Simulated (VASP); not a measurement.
# SrO in VASP: further runs

SrO is run at these levels: PBE; tasks: single point.

All numbers are computed with VASP 6.6.1; they aren't measurements. Logs are shortened: lines on timing, memory, paths and dates and some standing lists are left out, and cuts for length are marked.

## 1. The cell of the first run

The cell holds a sheet with vacuum, 4 atoms: a = 4.888 Å, b = 4.888 Å, c = 30.417 Å, α = 90.00°, β = 90.00°, γ = 90.00°.

The cell was generated, and may not be a known phase.

## 2. Single point, PBE

The input, INCAR:

```
SYSTEM = SrO
  ALGO = Normal
  DIPOL = 0.5 0.5 0.296
  EDIFF = 1E-6
  ENCUT = 520
  GGA = PE
  IDIPOL = 3
  ISIF = 2
  ISMEAR = 0
  LASPH = .TRUE.
  LCHARG = .TRUE.
  LDIPOL = .TRUE.
  LELF = .TRUE.
  LREAL = .FALSE.
  LVACPOTAV = .TRUE.
  LVHAR = .TRUE.
  LWAVE = .FALSE.
  NBANDS = 24
  NELM = 80
  PREC = Accurate
  SIGMA = 0.02
```

The input, KPOINTS:

```
k-points
0
G
  6 6 1
  0 0 0
```

The input, POSCAR:

```
SrO
1.0
    4.8875093876      0.0000000000      0.0000000000
    0.0000000000      4.8875093876      0.0000000000
    0.0000000000      0.0000000000     30.4169015200
Sr O
2 2
Direct
    0.0000000000      0.0000000000      0.2958881263
    0.5000000000      0.5000000000      0.2958881263
    0.5000000000      0.0000000000      0.3055150857
    0.0000000000      0.5000000000      0.2862611669
```

Potentials or basis: VASP PAW PBE potentials, release 64 (Sr_sv, O).

On the command line:

```console
cat potpaw_PBE.64/Sr_sv/POTCAR potpaw_PBE.64/O/POTCAR > POTCAR
mpirun -np 1 vasp_std > vasp.out
```

OUTCAR:

```text
SYSTEM = SrO
   EDIFF = 1E-6
   ENCUT = 520
   GGA = PE
   ISIF = 2
   ISMEAR = 0
   LASPH = .TRUE.
   LREAL = .FALSE.
   NELM = 80
   PREC = Accurate

 ion  position               nearest neighbor table
   1  0.000  0.000  0.296-   3 2.46   4 2.46   4 2.46   3 2.46   2 3.46   2 3.46   2 3.46   2 3.46

   2  0.500  0.500  0.296-   3 2.46   4 2.46   3 2.46   4 2.46   1 3.46   1 3.46   1 3.46   1 3.46

   3  0.500  0.000  0.306-   1 2.46   2 2.46   2 2.46   1 2.46
   4  0.000  0.500  0.286-   1 2.46   2 2.46   1 2.46   2 2.46

  LATTYP: Found a simple tetragonal cell.
 ALAT       =     4.8875093876
 C/A-ratio  =     6.2233950071

  Lattice vectors:

 A1 = (   4.8875093876,   0.0000000000,   0.0000000000)
 A2 = (   0.0000000000,   4.8875093876,   0.0000000000)
 A3 = (   0.0000000000,   0.0000000000,  30.4169015200)

Analysis of symmetry for initial positions (statically):
=====================================================================
 Subroutine PRICEL returns:
 Original cell was already a primitive cell.

 Routine SETGRP: Setting up the symmetry group for a
 simple tetragonal supercell.

 Subroutine GETGRP returns: Found 16 space group operations
 (whereof  4 operations were pure point group operations)
 out of a pool of 16 trial point group operations.

The static configuration has the point symmetry C_2v.
 The point group associated with its full space group is D_4h.

Analysis of symmetry for dynamics (positions and initial velocities):
=====================================================================
 Subroutine PRICEL returns:
 Original cell was already a primitive cell.

 Routine SETGRP: Setting up the symmetry group for a
 simple tetragonal supercell.

 Subroutine GETGRP returns: Found 16 space group operations
 (whereof  4 operations were pure point group operations)
 out of a pool of 16 trial point group operations.

The dynamic configuration has the point symmetry C_2v.
 The point group associated with its full space group is D_4h.

 Subroutine INISYM returns: Found 16 space group operations
 (whereof  4 operations are pure point group operations),
 and found     1 'primitive' translations

----------------------------------------------------------------------------------------

                                     Primitive cell

  volume of cell :     726.5913

  direct lattice vectors                    reciprocal lattice vectors
     4.887509388  0.000000000  0.000000000     0.204603188  0.000000000  0.000000000
     0.000000000  4.887509388  0.000000000     0.000000000  0.204603188  0.000000000
     0.000000000  0.000000000 30.416901520     0.000000000  0.000000000  0.032876458

  length of vectors
     4.887509388  4.887509388 30.416901520     0.204603188  0.204603188  0.032876458

  position of ions in fractional coordinates (direct lattice)
     0.000000000  0.000000000  0.295888126
     0.500000000  0.500000000  0.295888126
     0.500000000  0.000000000  0.305515086
     0.000000000  0.500000000  0.286261167

  ion indices of the primitive-cell ions
   primitive index   ion index
                 1           1
                 2           2
                 3           3
                 4           4

----------------------------------------------------------------------------------------

 KPOINTS: k-points

Automatic generation of k-mesh.
 Grid dimensions read from file:
 generate k-points for:    6    6    1

 Generating k-lattice:

  Cartesian coordinates                     Fractional coordinates (reciprocal lattice)
     0.034100531  0.000000000  0.000000000     0.166666667  0.000000000  0.000000000
     0.000000000  0.034100531  0.000000000     0.000000000  0.166666667  0.000000000
     0.000000000  0.000000000  0.032876458     0.000000000  0.000000000  1.000000000

  Length of vectors
     0.034100531  0.034100531  0.032876458

  Shift w.r.t. Gamma in fractional coordinates (k-lattice)
     0.000000000  0.000000000  0.000000000

 Subroutine IBZKPT returns following result:
 ===========================================

 Found     10 irreducible k-points:

 Following reciprocal coordinates:
            Coordinates               Weight
  0.000000  0.000000  0.000000      1.000000
  0.166667  0.000000  0.000000      4.000000
  0.333333  0.000000  0.000000      4.000000
  0.500000  0.000000  0.000000      2.000000
  0.166667  0.166667  0.000000      4.000000
  0.333333  0.166667  0.000000      8.000000
  0.500000  0.166667  0.000000      4.000000
  0.333333  0.333333  0.000000      4.000000
  0.500000  0.333333  0.000000      4.000000
  0.500000  0.500000  0.000000      1.000000
   k-points           NKPTS =     10   k-points in BZ     NKDIM =     10   number of bands    NBANDS=     24
   number of dos      NEDOS =    301   number of ions     NIONS =      4
   total plane-waves  NPLWV = 311040
   dimension x,y,z NGX =    36 NGY =   36 NGZ =  240
   dimension x,y,z NGXF=    72 NGYF=   72 NGZF=  480
   ions per type =               2   2
   NGX,Y,Z   is equivalent  to a cutoff of  12.25, 12.25, 13.12 a.u.
   NGXF,Y,Z  is equivalent  to a cutoff of  24.49, 24.49, 26.23 a.u.
 SYSTEM =  SrO
   PREC   = accura    normal or accurate (medium, high low for compatibility)
   ISTART =      0    job   : 0-new  1-cont  2-samecut
   ICHARG =      2    charge: 1-file 2-atom 10-const
   ISPIN  =      1    spin polarized calculation?
   LNONCOLLINEAR =      F non collinear calculations
   LSORBIT =      F    spin-orbit coupling
   LASPH  =      T    aspherical Exc in radial PAW
   ENCUT  =  520.0 eV  38.22 Ry    6.18 a.u.   9.09  9.09 56.56*2*pi/ulx,y,z
   NELM   =     80;   NELMIN=  2; NELMDL= -5     # of ELM steps
   EDIFF  = 0.1E-05   stopping-criterion for ELM
   LREAL  =      F    real-space projection
   EDIFFG = 0.1E-04   stopping-criterion for IOM
   NSW    =      0    number of steps for IOM
   IBRION =     -1    ionic relax: 0-MD 1-quasi-New 2-CG
   NFREE  =      0    steps in history (QN), initial steepest desc. (CG)
   ISIF   =      2    stress and relaxation
   ISYM   =      2    0-nonsym 1-usesym 2-fastsym
   POTIM  = 0.5000    time-step for ionic-motion
   TEBEG  =    0.0;   TEEND  =   0.0 temperature during run
   PSTRESS=    0.0 pullay stress
   NELECT =      32.0000    total number of electrons
   NUPDOWN=      -1.0000    fix difference up-down
   EMIN   =  10.00;   EMAX   =-10.00  energy-range for DOS
   EFERMI =   0.00;   METHOD = LEGACY
   ISMEAR =     0;   SIGMA  =   0.02  broadening in eV -4-tet -1-fermi 0-gaus
   EFERMI_NEDOS =   21; number of points for ismear=-14 and -15
   IALGO  =     38    algorithm
   IMIX   =      4    mixing-type and parameters
     AMIX     =   0.40;   BMIX     =  1.00
     AMIX_MAG =   1.60;   BMIX_MAG =  1.00
  volume/ion in A,a.u.               =     181.65      1225.82
  Fermi-wavevector in a.u.,A,eV,Ry     =   0.578133  1.092514  4.547588  0.334238
  Thomas-Fermi vector in A             =   1.621317
   LORBIT       =      0    0 simple, 1 ext, 2 COOP (PROOUT), +10 PAW based schemes
   GGA     = PE    functional components
   LHFCALC =     F    Hartree Fock is set to
   AEXX    =    0.0000 exact exchange contribution
   IVDW    =     0    specifies the selected vdW correction
   LEPSILON=     F    determine dielectric tensor
   LRPA    =     F    only Hartree local field effects (RPA)
 non-spin polarized calculation
 Gauss-broadening in eV      SIGMA  =   0.02
  energy-cutoff  :      520.00
  volume of cell :      726.59
 maximum number of plane-waves:     19607
   NGX = 19   NGY = 19   NGZ =113

 dipolmoment           0.000000      0.000000     -0.000006 electrons x Angstroem

 number of electron      31.9999988 magnetization

 dipolmoment           0.000000      0.000000      0.000000 electrons x Angstroem

 Free energy of the ion-electron system (eV)
  ---------------------------------------------------
  ext. energy  EPLUGINS =         0.00000000
  ---------------------------------------------------
  free energy    TOTEN  =       -22.33850221 eV

  energy without entropy =      -22.33850221  energy(sigma->0) =      -22.33850221

 E-fermi :  -3.0562     XC(G=0):  -1.4007

 val. band max:       -3.1598901336   @ k =   0.0000   0.0000   0.0000
 cond. band min:      -1.1799243818   @ k =   0.0000   0.0000   0.0000
 fundamental gap:      1.9799657517
 Fermi energy:        -3.0562313102

 k-point     1 :       0.0000    0.0000    0.0000
  band No.  band energies     occupation
      1     -36.2225      2.00000
      2     -36.0723      2.00000
      3     -18.7471      2.00000
      4     -18.5401      2.00000
      5     -18.5401      2.00000
      6     -18.4151      2.00000
[... 16 lines left out ...]
     23       1.5702      0.00000
     24       1.7463      0.00000

 k-point     2 :       0.1667    0.0000    0.0000
  band No.  band energies     occupation
      1     -36.2119      2.00000
      2     -36.0818      2.00000
      3     -19.0291      2.00000
      4     -18.6691      2.00000
      5     -18.5742      2.00000
      6     -18.4969      2.00000
[... 16 lines left out ...]
     23       1.7310      0.00000
     24       1.8800      0.00000

 k-point     3 :       0.3333    0.0000    0.0000
  band No.  band energies     occupation
      1     -36.1833      2.00000
      2     -36.1081      2.00000
      3     -19.3385      2.00000
      4     -19.1575      2.00000
      5     -18.5460      2.00000
      6     -18.4566      2.00000
[... 16 lines left out ...]
     23       1.8997      0.00000
     24       1.9951      0.00000
[... 136 lines left out ...]
 k-point     9 :       0.5000    0.3333    0.0000
  band No.  band energies     occupation
      1     -36.1427      2.00000
      2     -36.1427      2.00000
      3     -19.8918      2.00000
      4     -19.8918      2.00000
      5     -18.5027      2.00000
      6     -18.5027      2.00000
[... 16 lines left out ...]
     23       2.7787      0.00000
     24       2.7787      0.00000

 k-point    10 :       0.5000    0.5000    0.0000
  band No.  band energies     occupation
      1     -36.1418      2.00000
      2     -36.1418      2.00000
      3     -20.0091      2.00000
      4     -20.0091      2.00000
      5     -18.5014      2.00000
      6     -18.5014      2.00000
[... 16 lines left out ...]
     23       2.8310      0.00000
     24       2.8311      0.00000

------------------------ aborting loop because EDIFF is reached ----------------------------------------

  FORCE on cell =-STRESS in cart. coord.  units (eV):
  Direction    XX          YY          ZZ          XY          YZ          ZX
  --------------------------------------------------------------------------------------
  -------------------------------------------------------------------------------------
  Total        0.4595716      0.4595716     -0.0338402      0.0000000      0.0000000      0.0000000
  in kB        1.0133829      1.0133829     -0.0746196      0.0000000      0.0000000      0.0000000
  external PRESSURE =       0.6507154 kB  Pullay stress =       0.0000000 kB

 VOLUME and BASIS-vectors are now :
 -----------------------------------------------------------------------------
  energy-cutoff  :      520.00
  volume of cell :      726.59
      direct lattice vectors                 reciprocal lattice vectors
     4.887509388  0.000000000  0.000000000     0.204603188  0.000000000  0.000000000
     0.000000000  4.887509388  0.000000000     0.000000000  0.204603188  0.000000000
     0.000000000  0.000000000 30.416901520     0.000000000  0.000000000  0.032876458

 POSITION                                       TOTAL-FORCE (eV/Angst)
 -----------------------------------------------------------------------------------
      0.00000      0.00000      9.00000         0.000000     -0.000000     -0.000000
      2.44375      2.44375      9.00000        -0.000000     -0.000000     -0.000000
      2.44375      0.00000      9.29282         0.000000      0.000000      0.025375
      0.00000      2.44375      8.70718        -0.000000      0.000000     -0.025375
 -----------------------------------------------------------------------------------
    total drift:                                0.000000      0.000000      0.000014

  FREE ENERGIE OF THE ION-ELECTRON SYSTEM (eV)
  ---------------------------------------------------
  free  energy   TOTEN  =       -22.3385022109 eV

  energy  without entropy=      -22.3385022109  energy(sigma->0) =      -22.33850221

 vacuum level on the upper side and lower side of the slab         0.542         0.542
```

Wall time 9.3 min (1 thread of Intel Xeon 8259CL, shared host); peak memory 0.74 GiB.

Results:

```yaml
Free_energy: -22.3385 eV
Largest_force: 0.025 eV/Å
Band_gap_on_the_k_mesh: 1.98 eV
```

Forces in eV/Å, atoms in the order of the input:
```
Sr   0.000  0.000  0.000
Sr   0.000  0.000  0.000
O    0.000  0.000  0.025
O    0.000  0.000 -0.025
```

(Continued in part 2 of 2.)
